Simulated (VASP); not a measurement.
Input of a VASP 6.6.1 run:

POSCAR

```
Sn
1.0
    0.0000000000      2.4111428816      2.4111428816
    2.4111428816      0.0000000000      2.4111428816
    2.4111428816      2.4111428816      0.0000000000
Sn
1
Direct
    0.0000000000      0.0000000000      0.0000000000
```

File INCAR.step1:

```
SYSTEM = Sn
  ALGO = Normal
  EDIFF = 1E-4
  ENCUT = 600
  GGA = PE
  ISMEAR = -1
  LASPH = .TRUE.
  LCHARG = .FALSE.
  LREAL = .FALSE.
  LWAVE = .TRUE.
  NELM = 100
  PREC = Accurate
  SIGMA = 0.1
```

File INCAR.step2:

```
SYSTEM = Sn
  ALGO = Normal
  EDIFF = 1E-6
  EDIFFG = -0.01
  ENCUT = 600
  IBRION = 2
  ISIF = 3
  ISMEAR = -1
  ISTART = 1
  LASPH = .TRUE.
  LCHARG = .FALSE.
  LMIXTAU = .TRUE.
  LREAL = .FALSE.
  LWAVE = .FALSE.
  METAGGA = R2SCAN
  NELM = 100
  NSW = 80
  PREC = Accurate
  SIGMA = 0.1
```

Contents of KPOINTS:

```
k-points
0
G
  11 11 11
  0 0 0
```

Potentials or basis: VASP PAW PBE potentials, release 64 (Sn_d).

Launch:

```sh
$ cat potpaw_PBE.64/Sn_d/POTCAR > POTCAR
$ cp INCAR.step1 INCAR
$ mpirun -np 1 vasp_std > vasp.out
$ cp INCAR.step2 INCAR
$ mpirun -np 1 vasp_std > vasp.out
```

**Question.** Predict the band gap on the k mesh.

**Answer.** Zero (bands 7 and 8 overlap by 10.04 eV).

**Question.** Predict the relaxed cell.

**Answer.** a = 3.382 Å, b = 3.382 Å, c = 3.382 Å, α = 60.00°, β = 60.00°, γ = 60.00°.

**Question.** What does it give for the space group after relaxing (to 0.1 Å)?

**Answer.** Fm-3m (No. 225).

**Question.** Predict the relaxed volume.

**Answer.** 27.35 Å³/atom.

Final structure:
```
Sn
1.0
     0.00000    2.39140    2.39140
     2.39140    0.00000    2.39140
     2.39140    2.39140    0.00000
Sn
1
Direct
  0.00000 0.00000 0.00000
```

Caveat: the PAW data sets were made with another functional, which shifts forces and pressure a little; spin-orbit coupling is left out, which moves the levels of the heavy elements.
